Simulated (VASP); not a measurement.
Here is a VASP 6.6.1 calculation.

Contents of INCAR:

```
SYSTEM = ZnSe
PREC = Accurate ; ENCUT = 600
EDIFF = 1E-7 ; ISMEAR = -1
SIGMA = 0.02 ; LREAL = .False.
LASPH = .True. ; NELM = 80
ALGO = Normal ; ISIF = 3
LWAVE = .False. ; LCHARG = .False.
GGA = CA ; IBRION = 2
NSW = 80 ; EDIFFG = -0.01
```

KPOINTS

```
regular mesh
0
Gamma
  8 8 8
  0 0 0
```

File POSCAR:

```
ZnSe
1.0
    0.0000000000      2.8338000000      2.8338000000
    2.8338000000      0.0000000000      2.8338000000
    2.8338000000      2.8338000000      0.0000000000
Zn Se
1 1
Direct
    0.0000000000      0.0000000000      0.0000000000
    0.2500000000      0.2500000000      0.2500000000
```

Potentials or basis: VASP PAW LDA potentials, release 64 (Zn, Se).

Run with:

```bash
$ cat potpaw_LDA.64/Zn/POTCAR potpaw_LDA.64/Se/POTCAR > POTCAR
$ mpirun -np 1 vasp_std > vasp.out
```

Question: Estimate the relaxed cell.

Answer: a = 3.943 Å, b = 3.943 Å, c = 3.943 Å, α = 60.00°, β = 60.00°, γ = 60.00°.

Question: Predict the space group after relaxing (to 0.05 Å).

Answer: F-43m (No. 216).

Final structure:
```yaml
crystal:
  lattice:
    - [0.00000, 2.78805, 2.78805]
    - [2.78805, 0.00000, 2.78805]
    - [2.78805, 2.78805, 0.00000]
  atoms:
    - { symbol: Zn, position: [0.00000, 0.00000, 0.00000] }
    - { symbol: Se, position: [0.25000, 0.25000, 0.25000] }
```

LDA usually gives volumes a few per cent too small. Zero-point motion and thermal expansion aren't in these numbers.
